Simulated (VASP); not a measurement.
# Si5Ge (P3m1) in VASP: single point with PBEsol

Aim: the single point of Si5Ge with PBEsol.

Everything below comes from runs of VASP 6.6.1. Logs are shortened: lines on timing, memory, paths and dates and some standing lists are left out, and cuts for length are marked.

## Step 1: The cell of the first run

It takes space group P3m1 (No. 156, trigonal). The conventional cell has a = 3.867 Å, b = 3.867 Å, c = 9.469 Å, α = 90.00°, β = 90.00°, γ = 120.00°. Within 3.1 Å of Si (site symmetry 3m) lie 1 Si at 2.35 Å and 3 Ge at 2.38 Å. Si (site symmetry 3m) has 3 Si at 2.36 Å and 1 Ge at 2.40 Å within 3.1 Å. Within 3.1 Å of Si (site symmetry 3m) lie 4 Si at 2.35 to 2.36 Å. Si (site symmetry 3m) has 4 Si at 2.36 Å within 3.1 Å. Within 3.1 Å of Si (site symmetry 3m) lie 4 Si at 2.36 Å. Within 3.1 Å of Ge (site symmetry 3m) lie 4 Si at 2.38 to 2.40 Å.

## Step 2: Single point, PBEsol

Contents of INCAR:

```
PREC = Accurate ; ENCUT = 520
EDIFF = 1E-6 ; ISMEAR = 0
SIGMA = 0.1 ; LREAL = False
LASPH = True ; NELM = 60
ALGO = Normal ; ISIF = 2
LWAVE = False ; LCHARG = True
GGA = PS ; LELF = True
LVHAR = True ; NBANDS = 26
```

Contents of KPOINTS:

```
regular mesh
0
Gamma
  12 12 4
```

Contents of POSCAR:

```
Si5Ge
1.0
    3.8669303801      0.0000000000      0.0000000000
   -1.9334651900      3.3488599438      0.0000000000
    0.0000000000      0.0000000000      9.4693808513
Si Ge
5 1
Direct
    0.6666666667      0.3333333333      0.1702359368
    0.3333333333      0.6666666667      0.8298785734
    0.6666666667      0.3333333333      0.4181365184
    0.0000000000      0.0000000000      0.7485475672
    0.0000000000      0.0000000000      0.4998361921
    0.3333333333      0.6666666667      0.0833652122
```

Potentials or basis: VASP PAW PBE potentials, release 64 (Si, Ge_d).

The run is started by

```bash
$ cat potpaw_PBE.64/Si/POTCAR potpaw_PBE.64/Ge_d/POTCAR > POTCAR
$ mpirun -np 1 vasp_std > vasp.out
```

OUTCAR:

```text
PREC = Accurate
   ENCUT = 520
   EDIFF = 1E-6
   ISMEAR = 0
   LREAL = False
   LASPH = True
   NELM = 60
   ISIF = 2
   GGA = PS

 ion  position               nearest neighbor table
   1  0.667  0.333  0.170-   3 2.35   6 2.38   6 2.38   6 2.38
   2  0.333  0.667  0.830-   4 2.36   4 2.36   4 2.36   6 2.40
   3  0.667  0.333  0.418-   1 2.35   5 2.36   5 2.36   5 2.36
   4  0.000  0.000  0.749-   5 2.36   2 2.36   2 2.36   2 2.36
   5  0.000  0.000  0.500-   4 2.36   3 2.36   3 2.36   3 2.36
   6  0.333  0.667  0.083-   1 2.38   1 2.38   1 2.38   2 2.40

  LATTYP: Found a hexagonal cell.
 ALAT       =     3.8669303801
 C/A-ratio  =     2.4488107932

  Lattice vectors:

 A1 = (   3.8669303801,   0.0000000000,   0.0000000000)
 A2 = (  -1.9334651900,   3.3488599438,   0.0000000000)
 A3 = (   0.0000000000,   0.0000000000,   9.4693808513)

Analysis of symmetry for initial positions (statically):
=====================================================================
 Subroutine PRICEL returns:
 Original cell was already a primitive cell.

 Routine SETGRP: Setting up the symmetry group for a
 hexagonal supercell.

 Subroutine GETGRP returns: Found  6 space group operations
 (whereof  6 operations were pure point group operations)
 out of a pool of 24 trial point group operations.

The static configuration has the point symmetry C_3v.

Analysis of symmetry for dynamics (positions and initial velocities):
=====================================================================
 Subroutine PRICEL returns:
 Original cell was already a primitive cell.

 Routine SETGRP: Setting up the symmetry group for a
 hexagonal supercell.

 Subroutine GETGRP returns: Found  6 space group operations
 (whereof  6 operations were pure point group operations)
 out of a pool of 24 trial point group operations.

The dynamic configuration has the point symmetry C_3v.

 Subroutine INISYM returns: Found  6 space group operations
 (whereof  6 operations are pure point group operations),
 and found     1 'primitive' translations

----------------------------------------------------------------------------------------

                                     Primitive cell

  volume of cell :     122.6267

  direct lattice vectors                    reciprocal lattice vectors
     3.866930380  0.000000000  0.000000000     0.258603052  0.149304542  0.000000000
    -1.933465190  3.348859944  0.000000000     0.000000000  0.298609084  0.000000000
     0.000000000  0.000000000  9.469380851     0.000000000  0.000000000  0.105603525

  length of vectors
     3.866930380  3.866930380  9.469380851     0.298609084  0.298609084  0.105603525

  position of ions in fractional coordinates (direct lattice)
     0.666666667  0.333333333  0.170235937
     0.333333333  0.666666667  0.829878573
     0.666666667  0.333333333  0.418136518
     0.000000000  0.000000000  0.748547567
     0.000000000  0.000000000  0.499836192
     0.333333333  0.666666667  0.083365212

  ion indices of the primitive-cell ions
   primitive index   ion index
                 1           1
                 2           2
                 3           3
                 4           4
                 5           5
                 6           6

----------------------------------------------------------------------------------------

 KPOINTS: regular mesh

Automatic generation of k-mesh.
 Grid dimensions read from file:
 generate k-points for:   12   12    4

 Generating k-lattice:

  Cartesian coordinates                     Fractional coordinates (reciprocal lattice)
     0.021550254  0.012442045  0.000000000     0.083333333  0.000000000  0.000000000
     0.000000000  0.024884090  0.000000000     0.000000000  0.083333333  0.000000000
     0.000000000  0.000000000  0.026400881     0.000000000  0.000000000  0.250000000

  Length of vectors
     0.024884090  0.024884090  0.026400881

  Shift w.r.t. Gamma in fractional coordinates (k-lattice)
     0.000000000  0.000000000  0.000000000

 Subroutine IBZKPT returns following result:
 ===========================================

 Found     69 irreducible k-points:

 Following reciprocal coordinates:
            Coordinates               Weight
  0.000000  0.000000  0.000000      1.000000
  0.083333 -0.000000  0.000000      6.000000
  0.166667 -0.000000  0.000000      6.000000
  0.250000 -0.000000  0.000000      6.000000
  0.333333 -0.000000  0.000000      6.000000
  0.416667  0.000000  0.000000      6.000000
[... 16 lines left out ...]
  0.166667 -0.000000  0.250000      6.000000
  0.000000  0.166667  0.250000      6.000000
 [... further k-points ...]
   k-points           NKPTS =     69   k-points in BZ     NKDIM =     69   number of bands    NBANDS=     26
   number of dos      NEDOS =    301   number of ions     NIONS =      6
   total plane-waves  NPLWV =  63000
   dimension x,y,z NGX =    30 NGY =   30 NGZ =   70
   dimension x,y,z NGXF=    60 NGYF=   60 NGZF=  140
   ions per type =               5   1
   NGX,Y,Z   is equivalent  to a cutoff of  12.90, 12.90, 12.29 a.u.
   NGXF,Y,Z  is equivalent  to a cutoff of  25.80, 25.80, 24.58 a.u.
 SYSTEM =  unknown system
   PREC   = accura    normal or accurate (medium, high low for compatibility)
   ISTART =      0    job   : 0-new  1-cont  2-samecut
   ICHARG =      2    charge: 1-file 2-atom 10-const
   ISPIN  =      1    spin polarized calculation?
   LNONCOLLINEAR =      F non collinear calculations
   LSORBIT =      F    spin-orbit coupling
   LASPH  =      T    aspherical Exc in radial PAW
   ENCUT  =  520.0 eV  38.22 Ry    6.18 a.u.   7.19  7.19 17.61*2*pi/ulx,y,z
   NELM   =     60;   NELMIN=  2; NELMDL= -5     # of ELM steps
   EDIFF  = 0.1E-05   stopping-criterion for ELM
   LREAL  =      F    real-space projection
   EDIFFG = 0.1E-04   stopping-criterion for IOM
   NSW    =      0    number of steps for IOM
   IBRION =     -1    ionic relax: 0-MD 1-quasi-New 2-CG
   NFREE  =      0    steps in history (QN), initial steepest desc. (CG)
   ISIF   =      2    stress and relaxation
   ISYM   =      2    0-nonsym 1-usesym 2-fastsym
   POTIM  = 0.5000    time-step for ionic-motion
   TEBEG  =    0.0;   TEEND  =   0.0 temperature during run
   PSTRESS=    0.0 pullay stress
   NELECT =      34.0000    total number of electrons
   NUPDOWN=      -1.0000    fix difference up-down
   EMIN   =  10.00;   EMAX   =-10.00  energy-range for DOS
   EFERMI =   0.00;   METHOD = LEGACY
   ISMEAR =     0;   SIGMA  =   0.10  broadening in eV -4-tet -1-fermi 0-gaus
   EFERMI_NEDOS =   21; number of points for ismear=-14 and -15
   IALGO  =     38    algorithm
   IMIX   =      4    mixing-type and parameters
     AMIX     =   0.40;   BMIX     =  1.00
     AMIX_MAG =   1.60;   BMIX_MAG =  1.00
  volume/ion in A,a.u.               =      20.44       137.92
  Fermi-wavevector in a.u.,A,eV,Ry     =   1.067512  2.017305 15.504957  1.139582
  Thomas-Fermi vector in A             =   2.203131
   LORBIT       =      0    0 simple, 1 ext, 2 COOP (PROOUT), +10 PAW based schemes
   GGA     = PS    functional components
   LHFCALC =     F    Hartree Fock is set to
   AEXX    =    0.0000 exact exchange contribution
   IVDW    =     0    specifies the selected vdW correction
   LEPSILON=     F    determine dielectric tensor
   LRPA    =     F    only Hartree local field effects (RPA)
 non-spin polarized calculation
 Gauss-broadening in eV      SIGMA  =   0.10
  energy-cutoff  :      520.00
  volume of cell :      122.63
 maximum number of plane-waves:      3339
 NGX is ok and might be reduce to    30
   NGX = 15   NGY = 15   NGZ = 35

 number of electron      33.9999993 magnetization

 Free energy of the ion-electron system (eV)
  ---------------------------------------------------
  ext. energy  EPLUGINS =         0.00000000
  ---------------------------------------------------
  free energy    TOTEN  =       -33.63074174 eV

  energy without entropy =      -33.63073841  energy(sigma->0) =      -33.63074007

 E-fermi :   5.8772     XC(G=0):  -9.6668

 val. band max:        5.6559630600   @ k =   0.0000   0.0000   0.0000
 cond. band min:       6.1192590590   @ k =   0.0000   0.4167   0.2500
 fundamental gap:      0.4632959991
 Fermi energy:         5.8772133768

 k-point     1 :       0.0000    0.0000    0.0000
  band No.  band energies     occupation
      1     -18.4930      2.00000
      2     -18.4891      2.00000
      3     -18.4891      2.00000
      4     -18.4612      2.00000
      5     -18.4612      2.00000
      6      -6.5426      2.00000
[... 18 lines left out ...]
     25       8.9368      0.00000
     26       9.3326      0.00000

 k-point     2 :       0.0833   -0.0000    0.0000
  band No.  band energies     occupation
      1     -18.4927      2.00000
      2     -18.4892      2.00000
      3     -18.4887      2.00000
      4     -18.4614      2.00000
      5     -18.4610      2.00000
      6      -6.4624      2.00000
[... 18 lines left out ...]
     25       9.0950      0.00000
     26       9.3587      0.00000

 k-point     3 :       0.1667   -0.0000    0.0000
  band No.  band energies     occupation
      1     -18.4924      2.00000
      2     -18.4890      2.00000
      3     -18.4874      2.00000
      4     -18.4619      2.00000
      5     -18.4605      2.00000
      6      -6.2236      2.00000
[... 572 lines left out ...]
 k-point    23 :       0.1667   -0.0000    0.2500
  band No.  band energies     occupation
      1     -18.4924      2.00000
      2     -18.4890      2.00000
      3     -18.4874      2.00000
      4     -18.4619      2.00000
      5     -18.4605      2.00000
      6      -6.1415      2.00000
[... 18 lines left out ...]
     25       9.8086      0.00000
     26       9.9733      0.00000

 k-point    24 :       0.0000    0.1667    0.2500
  band No.  band energies     occupation
      1     -18.4924      2.00000
      2     -18.4890      2.00000
      3     -18.4874      2.00000
      4     -18.4619      2.00000
      5     -18.4605      2.00000
      6      -6.1440      2.00000
[... 18 lines left out ...]
     25       9.8527      0.00000
     26      10.2248      0.00000

 [... further k-points ...]

------------------------ aborting loop because EDIFF is reached ----------------------------------------

  FORCE on cell =-STRESS in cart. coord.  units (eV):
  Direction    XX          YY          ZZ          XY          YZ          ZX
  --------------------------------------------------------------------------------------
  -------------------------------------------------------------------------------------
  Total        0.0568161      0.0568161      0.0610305      0.0000000      0.0000000      0.0000000
  in kB        0.7423295      0.7423295      0.7973934      0.0000000      0.0000000      0.0000000
  external PRESSURE =       0.7606841 kB  Pullay stress =       0.0000000 kB

 VOLUME and BASIS-vectors are now :
 -----------------------------------------------------------------------------
  energy-cutoff  :      520.00
  volume of cell :      122.63
      direct lattice vectors                 reciprocal lattice vectors
     3.866930380  0.000000000  0.000000000     0.258603052  0.149304542  0.000000000
    -1.933465190  3.348859944  0.000000000     0.000000000  0.298609084  0.000000000
     0.000000000  0.000000000  9.469380851     0.000000000  0.000000000  0.105603525

 POSITION                                       TOTAL-FORCE (eV/Angst)
 -----------------------------------------------------------------------------------
      1.93347      1.11629      1.61203         0.000000     -0.000000     -0.010153
     -0.00000      2.23257      7.85844        -0.000000      0.000000      0.007583
      1.93347      1.11629      3.95949         0.000000      0.000000      0.001655
      0.00000      0.00000      7.08828        -0.000000      0.000000      0.000971
      0.00000      0.00000      4.73314        -0.000000      0.000000      0.000042
     -0.00000      2.23257      0.78942        -0.000000      0.000000     -0.000097
 -----------------------------------------------------------------------------------
    total drift:                                0.000000      0.000000     -0.000887

  FREE ENERGIE OF THE ION-ELECTRON SYSTEM (eV)
  ---------------------------------------------------
  free  energy   TOTEN  =       -33.6307417390 eV

  energy  without entropy=      -33.6307384065  energy(sigma->0) =      -33.63074007
```

Run time: 7.2 min. Hardware: 1 thread of AMD EPYC 7R13, shared host; peak memory 0.32 GiB.

Results:

* Free energy: -33.6307 eV
* Pressure: 0.1 GPa
* Largest force: 0.010 eV/Å
* Band gap on the k mesh: 0.46 eV, indirect (least direct gap 1.42 eV)

Forces on the atoms (eV/Å):
```
Si   0.000  0.000 -0.010
Si   0.000  0.000  0.008
Si   0.000  0.000  0.002
Si   0.000  0.000  0.001
Si   0.000  0.000  0.000
Ge   0.000  0.000  0.000
```

Caveat: the PAW data sets were made with another functional, which shifts forces and pressure a little.
